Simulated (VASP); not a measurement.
# Cu (I4/mmm) in VASP: a series of runs

The runs below take Cu through single point, with r2SCAN.

All numbers are computed with VASP 6.6.1; they aren't measurements. Logs are shortened: lines on timing, memory, paths and dates and some standing lists are left out, and cuts for length are marked.

**1. The cell of the first run**

It takes space group I4/mmm (No. 139, tetragonal). The conventional cell has a = 2.886 Å, b = 2.886 Å, c = 2.683 Å, α = 90.00°, β = 90.00°, γ = 90.00°. Within 3.2 Å of Cu (site symmetry 4/mmm) lie 14 Cu at 2.44 to 2.89 Å.

**2. Single point, r2SCAN (strain +0.000 along x and y, -0.025 along z)**

The input, POSCAR:

```
Cu
1.0
   -1.4427933200      1.4427933200      1.3416794138
    1.4427933200     -1.4427933200      1.3416794138
    1.4427933200      1.4427933200     -1.3416794138
Cu
1
Direct
    0.0000000000      0.0000000000      0.0000000000
```

The input, INCAR.step1:

```
SYSTEM = Cu
PREC = Accurate
ENCUT = 520
ISMEAR = 0
SIGMA = 0.15
LREAL = .False.
LASPH = .True.
NELM = 60
NBANDS = 12
GGA = PE
ALGO = Normal
EDIFF = 1E-4
LWAVE = .True.
LCHARG = .False.
```

The input, INCAR.step2:

```
SYSTEM = Cu
PREC = Accurate
ENCUT = 520
EDIFF = 1E-7
ISMEAR = 0
SIGMA = 0.15
LREAL = .False.
LASPH = .True.
NELM = 60
ALGO = Normal
ISIF = 2
LWAVE = .False.
LCHARG = .False.
METAGGA = R2SCAN
LMIXTAU = .True.
NBANDS = 12
ISTART = 1
```

The input, KPOINTS:

```
Automatic mesh
0
Gamma
  24 24 24
  0 0 0
```

Potentials or basis: VASP PAW PBE potentials, release 64 (Cu).

The run is started by

```
> cat potpaw_PBE.64/Cu/POTCAR > POTCAR
> cp INCAR.step1 INCAR
> mpirun -np 1 vasp_std > vasp.out
> cp INCAR.step2 INCAR
> mpirun -np 1 vasp_std > vasp.out
```

OUTCAR:

```text
SYSTEM = Cu
   PREC = Accurate
   ENCUT = 520
   EDIFF = 1E-7
   ISMEAR = 0
   LREAL = .False.
   LASPH = .True.
   NELM = 60
   ISIF = 2
   METAGGA = R2SCAN
   ISTART = 1

 ion  position               nearest neighbor table
   1  0.000  0.000  0.000-

  LATTYP: Found a body centered tetragonal cell.
 ALAT       =     2.8855866400
 C/A-ratio  =     0.9299179551

  Lattice vectors:

 A1 = (  -1.4427933200,   1.4427933200,   1.3416794138)
 A2 = (   1.4427933200,  -1.4427933200,   1.3416794138)
 A3 = (   1.4427933200,   1.4427933200,  -1.3416794138)

Analysis of symmetry for initial positions (statically):
=====================================================================
 Subroutine PRICEL returns:
 Original cell was already a primitive cell.

 Routine SETGRP: Setting up the symmetry group for a
 body centered tetragonal supercell.

 Subroutine GETGRP returns: Found 16 space group operations
 (whereof 16 operations were pure point group operations)
 out of a pool of 16 trial point group operations.

The static configuration has the point symmetry D_4h.

Analysis of symmetry for dynamics (positions and initial velocities):
=====================================================================
 Subroutine PRICEL returns:
 Original cell was already a primitive cell.

 Routine SETGRP: Setting up the symmetry group for a
 body centered tetragonal supercell.

 Subroutine GETGRP returns: Found 16 space group operations
 (whereof 16 operations were pure point group operations)
 out of a pool of 16 trial point group operations.

The dynamic configuration has the point symmetry D_4h.

 Subroutine INISYM returns: Found 16 space group operations
 (whereof 16 operations are pure point group operations),
 and found     1 'primitive' translations

----------------------------------------------------------------------------------------

                                     Primitive cell

  volume of cell :      11.1716

  direct lattice vectors                    reciprocal lattice vectors
    -1.442793320  1.442793320  1.341679414     0.000000000  0.346549983  0.372667267
     1.442793320 -1.442793320  1.341679414     0.346549983  0.000000000  0.372667267
     1.442793320  1.442793320 -1.341679414     0.346549983  0.346549983  0.000000000

  length of vectors
     2.442009168  2.442009168  2.442009168     0.508898597  0.508898597  0.490095685

  position of ions in fractional coordinates (direct lattice)
     0.000000000  0.000000000  0.000000000

[... 76 lines left out ...]
   LREAL  =      F    real-space projection
   EDIFFG = 0.1E-05   stopping-criterion for IOM
   NSW    =      0    number of steps for IOM
   IBRION =     -1    ionic relax: 0-MD 1-quasi-New 2-CG
   NFREE  =      0    steps in history (QN), initial steepest desc. (CG)
   ISIF   =      2    stress and relaxation
   ISYM   =      2    0-nonsym 1-usesym 2-fastsym
   POTIM  = 0.5000    time-step for ionic-motion
   TEBEG  =    0.0;   TEEND  =   0.0 temperature during run
   PSTRESS=    0.0 pullay stress
   NELECT =      11.0000    total number of electrons
   NUPDOWN=      -1.0000    fix difference up-down
   EMIN   =  10.00;   EMAX   =-10.00  energy-range for DOS
   EFERMI =   0.00;   METHOD = LEGACY
   ISMEAR =     0;   SIGMA  =   0.15  broadening in eV -4-tet -1-fermi 0-gaus
   EFERMI_NEDOS =   21; number of points for ismear=-14 and -15
   IALGO  =     38    algorithm
   IMIX   =      4    mixing-type and parameters
     AMIX     =   0.40;   BMIX     =  1.00
     AMIX_MAG =   1.60;   BMIX_MAG =  1.00
  volume/ion in A,a.u.               =      11.17        75.39
  Fermi-wavevector in a.u.,A,eV,Ry     =   1.628671  3.077742 36.090401  2.652570
  Thomas-Fermi vector in A             =   2.721263
   LORBIT       =      0    0 simple, 1 ext, 2 COOP (PROOUT), +10 PAW based schemes
   METAGGA = R2SCAN    functional components
   LHFCALC =     F    Hartree Fock is set to
   AEXX    =    0.0000 exact exchange contribution
   IVDW    =     0    specifies the selected vdW correction
   LEPSILON=     F    determine dielectric tensor
   LRPA    =     F    only Hartree local field effects (RPA)
 non-spin polarized calculation
 Gauss-broadening in eV      SIGMA  =   0.15
  energy-cutoff  :      520.00
  volume of cell :       11.17
 maximum number of plane-waves:       314
   NGX =  9   NGY =  9   NGZ =  9

 number of electron      11.0000012 magnetization

 Free energy of the ion-electron system (eV)
  ---------------------------------------------------
  ext. energy  EPLUGINS =         0.00000000
  ---------------------------------------------------
  free energy    TOTEN  =       -10.78555940 eV

  energy without entropy =      -10.78134961  energy(sigma->0) =      -10.78345450

 E-fermi :   8.1096     XC(G=0): -14.1256

 val. band max:        8.1044009682   @ k =   0.5000   0.2500   0.0833
 cond. band min:       8.1108273065   @ k =  -0.0833   0.5000   0.0417
 fundamental gap:      0.0064263383
 Fermi energy:         8.1096088782

 k-point     1 :       0.0000    0.0000    0.0000
  band No.  band energies     occupation
      1      -2.0109      2.00000
      2       4.5059      2.00000
      3       4.8219      2.00000
      4       4.8221      2.00000
      5       5.6031      2.00000
      6       5.9352      2.00000
      7      33.8580      0.00000
      8      33.8580      0.00000
      9      36.0251      0.00000
     10      38.3723      0.00000
     11      38.4262      0.00000
     12      39.0200      0.00000
[... 331 lines left out ...]
 k-point    24 :       0.4583    0.0417   -0.0000
  band No.  band energies     occupation
      1       2.6141      2.00000
      2       3.7941      2.00000
      3       5.7247      2.00000
      4       6.0324      2.00000
      5       6.4664      2.00000
      6       7.7461      1.99939
      7      13.4565      0.00000
      8      25.6473      0.00000
      9      26.4577      0.00000
     10      30.8734      0.00000
     11      34.2291      0.00000
     12      43.3500      0.00000

 [... further k-points ...]
[... 5 lines left out ...]
  --------------------------------------------------------------------------------------
  -------------------------------------------------------------------------------------
  Total        0.3640728      0.3640728      0.4083685      0.0000000      0.0000000      0.0000000
  in kB       52.2133810     52.2133810     58.5660323      0.0000000      0.0000000      0.0000000
  external PRESSURE =      54.3309315 kB  Pullay stress =       0.0000000 kB

 VOLUME and BASIS-vectors are now :
 -----------------------------------------------------------------------------
  energy-cutoff  :      520.00
  volume of cell :       11.17
      direct lattice vectors                 reciprocal lattice vectors
    -1.442793320  1.442793320  1.341679414     0.000000000  0.346549983  0.372667267
     1.442793320 -1.442793320  1.341679414     0.346549983  0.000000000  0.372667267
     1.442793320  1.442793320 -1.341679414     0.346549983  0.346549983  0.000000000

 POSITION                                       TOTAL-FORCE (eV/Angst)
 -----------------------------------------------------------------------------------
      0.00000      0.00000      0.00000        -0.000000      0.000000     -0.000000
 -----------------------------------------------------------------------------------
    total drift:                                0.000000      0.000000      0.000000

  FREE ENERGIE OF THE ION-ELECTRON SYSTEM (eV)
  ---------------------------------------------------
  free  energy   TOTEN  =       -10.7855593997 eV

  energy  without entropy=      -10.7813496063  energy(sigma->0) =      -10.78345450
```

Wall time 6.6 min (1 thread of Intel Xeon Platinum 8259CL at 2.50GHz (Skylake/Cascade Lake), shared host); peak memory 0.24 GiB.

What came out:

```
Free energy : -10.7856 eV
Pressure    : 5.4 GPa
```

Caveat: the cell differs from its parent crystal (strain +0.000 along x and y, -0.025 along z); the PAW data sets were made with another functional, which shifts forces and pressure a little.

**3. Single point, r2SCAN (strain -0.025 along x and y, +0.025 along z)**

The input, POSCAR:

```
Cu
1.0
   -1.4067234870      1.4067234870      1.4104834862
    1.4067234870     -1.4067234870      1.4104834862
    1.4067234870      1.4067234870     -1.4104834862
Cu
1
Direct
    0.0000000000      0.0000000000      0.0000000000
```

The input, INCAR.step1:

```
PREC = Accurate
ENCUT = 520
ISMEAR = 0
SIGMA = 0.15
LREAL = F
LASPH = T
NELM = 60
NBANDS = 12
GGA = PE
ALGO = Normal
EDIFF = 1E-4
LWAVE = T
LCHARG = F
```

The input, INCAR.step2:

```
PREC = Accurate
ENCUT = 520
EDIFF = 1E-7
ISMEAR = 0
SIGMA = 0.15
LREAL = F
LASPH = T
NELM = 60
ALGO = Normal
ISIF = 2
LWAVE = F
LCHARG = F
METAGGA = R2SCAN
LMIXTAU = T
NBANDS = 12
ISTART = 1
```

The input, KPOINTS:

```
Automatic mesh
0
Gamma
  24 24 24
```

Potentials or basis: VASP PAW PBE potentials, release 64 (Cu).

The run is started by

```
> cat potpaw_PBE.64/Cu/POTCAR > POTCAR
> cp INCAR.step1 INCAR
> mpirun -np 1 vasp_std > vasp.out
> cp INCAR.step2 INCAR
> mpirun -np 1 vasp_std > vasp.out
```

It took 6.4 min on 1 thread of Intel Xeon Platinum 8259CL at 2.50GHz (Skylake/Cascade Lake), shared host; peak memory 0.24 GiB.

The run converged. Its results:

```
Free energy : -10.7855 eV
Pressure    : 5.4 GPa
```

Levels at points of the mesh, in eV from the Fermi level:
```tsv
k point	band 2	band 3	band 4	band 5	band 6	band 7	band 8	band 9	band 10	band 11
(0.00, 0.00, 0.00)	-3.41	-3.41	-3.40	-2.32	-2.31	26.56	26.63	26.63	31.05	31.11
(0.50, 0.00, 0.00)	-4.20	-2.35	-2.19	-1.49	-0.77	4.89	18.77	19.24	22.88	26.28
(0.50, 0.50, 0.00)	-4.21	-2.34	-2.18	-1.48	-0.75	4.92	18.70	19.16	22.81	26.22
(0.50, 0.50, 0.50)	-5.16	-1.67	-1.67	-1.67	8.85	8.96	8.96	14.38	14.44	17.86
```

Caveat: the cell differs from its parent crystal (strain -0.025 along x and y, +0.025 along z); the PAW data sets were made with another functional, which shifts forces and pressure a little.

**4. Single point, r2SCAN (strain -0.025 along x and y, +0.050 along z)**

The input, POSCAR:

```
Cu
1.0
   -1.4067234870      1.4067234870      1.4448855225
    1.4067234870     -1.4067234870      1.4448855225
    1.4067234870      1.4067234870     -1.4448855225
Cu
1
Direct
    0.0000000000      0.0000000000      0.0000000000
```

The input, INCAR.step1:

```
PREC = Accurate
ENCUT = 520
ISMEAR = 0
SIGMA = 0.15
LREAL = False
LASPH = True
NELM = 80
NBANDS = 12
GGA = PE
ALGO = Normal
EDIFF = 1E-4
LWAVE = True
LCHARG = False
```

The input, INCAR.step2:

```
PREC = Accurate
ENCUT = 520
EDIFF = 1E-7
ISMEAR = 0
SIGMA = 0.15
LREAL = False
LASPH = True
NELM = 80
ALGO = Normal
ISIF = 2
LWAVE = False
LCHARG = False
METAGGA = R2SCAN
LMIXTAU = True
NBANDS = 12
ISTART = 1
```

The input, KPOINTS:

```
regular mesh
0
Gamma
  24 24 24
```

The run is started by

```
> cat potpaw_PBE.64/Cu/POTCAR > POTCAR
> cp INCAR.step1 INCAR
> mpirun -np 1 vasp_std > vasp.out
> cp INCAR.step2 INCAR
> mpirun -np 1 vasp_std > vasp.out
```

Wall time 6.3 min (1 thread of Intel Xeon Platinum 8259CL at 2.50GHz (Skylake/Cascade Lake), shared host); peak memory 0.24 GiB.

The run converged. Its results:

* Free energy: -10.7915 eV
* Pressure: 1.2 GPa

Stress tensor (GPa, compression positive):
```
1.12 0.00 0.00
0.00 1.12 0.00
0.00 0.00 1.51
```

Levels at points of the mesh, in eV from the Fermi level:
| k point | band 4 | band 5 | band 6 | band 7 | band 8 | band 9 |
| --- | --- | --- | --- | --- | --- | --- |
| (0.00, 0.00, 0.00) | -3.25 | -2.32 | -2.21 | 25.95 | 26.55 | 26.55 |
| (0.50, 0.00, 0.00) | -2.14 | -1.48 | -0.77 | 4.67 | 18.78 | 19.17 |
| (0.50, 0.50, 0.00) | -2.11 | -1.46 | -0.55 | 4.97 | 18.08 | 18.35 |
| (0.50, 0.50, 0.50) | -1.64 | -1.64 | 8.11 | 9.17 | 9.17 | 13.87 |

Caveat: the cell differs from its parent crystal (strain -0.025 along x and y, +0.050 along z); the PAW data sets were made with another functional, which shifts forces and pressure a little.

**5. Summary**

```tsv
cell	gap on the mesh (eV)	pressure (GPa)
a = 2.442 Å, angles 107.6, 107.6, 113.3°, 1 atom	none	5.4
a = 2.439 Å, angles 109.5, 109.5, 109.3°, 1 atom	none	5.4
a = 2.459 Å, angles 110.2, 110.2, 108.0°, 1 atom	none	1.2
```

Alike in all rows: task single point; level r2SCAN; potentials or basis VASP PAW PBE potentials, release 64 (Cu); no spin polarisation; k mesh 24 × 24 × 24; cutoff (eV) 520; smearing gaussian 0.15 eV.

Caveats: the PAW data sets were made with another functional, which shifts forces and pressure a little.

Total energies depend on the potentials used, so only differences within one code and one set of settings carry meaning.
